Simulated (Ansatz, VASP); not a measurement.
## Two plane-wave programs on Si

INCAR

```
SYSTEM = Si
  PREC = Accurate
  ENCUT = 520
  EDIFF = 1E-6
  ISMEAR = 0
  SIGMA = 0.05
  LREAL = .False.
  LASPH = .True.
  NELM = 80
  ALGO = Normal
  ISIF = 2
  LWAVE = .False.
  LCHARG = .True.
  GGA = PE
  LELF = .True.
  LVHAR = .True.
  NBANDS = 11
```

KPOINTS

```
regular mesh
0
Gamma
  10 10 10
  0 0 0
```

Contents of POSCAR:

```
Si
1.0
    0.0000000000      2.6988345205      3.0102800242
    2.6988345205      0.0000000000      3.0102800242
    2.6988345205      2.6988345205      0.0000000000
Si
2
Direct
    0.5000000000      0.5000000000      0.5000000000
    0.7500000000      0.7500000000      0.7500000000
```

Input for Ansatz:

```yaml
crystal:
  lattice:
    - [0.0, 2.6988345205, 3.0102800242]
    - [2.6988345205, 0.0, 3.0102800242]
    - [2.6988345205, 2.6988345205, 0.0]
  atoms:
    - { symbol: Si, position: [0.5, 0.5, 0.5] }
    - { symbol: Si, position: [0.75, 0.75, 0.75] }
basis:
  ecutwfc: 420
kpoints:
  mp_grid: { grid: [10, 10, 10] }
hamiltonian:
  xc: pbe
  pseudopotentials: { kind: paw, azcp: { folder: soft_1 } }
scf:
  occupations: { method: gaussian, width: 0.05 }
output:
  forces: true
  stress: true
  eigenvalues: true
```

Alike in both runs: task single point; functional PBE; k mesh 10 × 10 × 10; occupations gaussian, width 0.05 eV; no spin polarisation.

|  | VASP | Ansatz |
| --- | --- | --- |
| version | VASP 6.6.1 | Ansatz 0.2.0 |
| potentials or method | VASP PAW PBE potentials, release 64 (Si), cutoff 520 eV | scalar-relativistic, plane waves, PAW |
| valence electrons in the cell | 8 | 8 |

|  | VASP | Ansatz | Ansatz less VASP |
| --- | --- | --- | --- |
| gap on the k mesh at the Fermi level (eV) | 0.15 | 0.15 | -0.002 |
| least direct gap on the mesh (eV) | 1.48 | 1.48 | -0.001 |
| pressure (GPa) | -5.5 | -5.5 | +0.04 |
| traceless stress, the component that is largest in VASP (GPa) | -7.94 | -7.93 | +0.015 |

With one functional, cell and mesh, what is left measures potentials, basis and numerics.
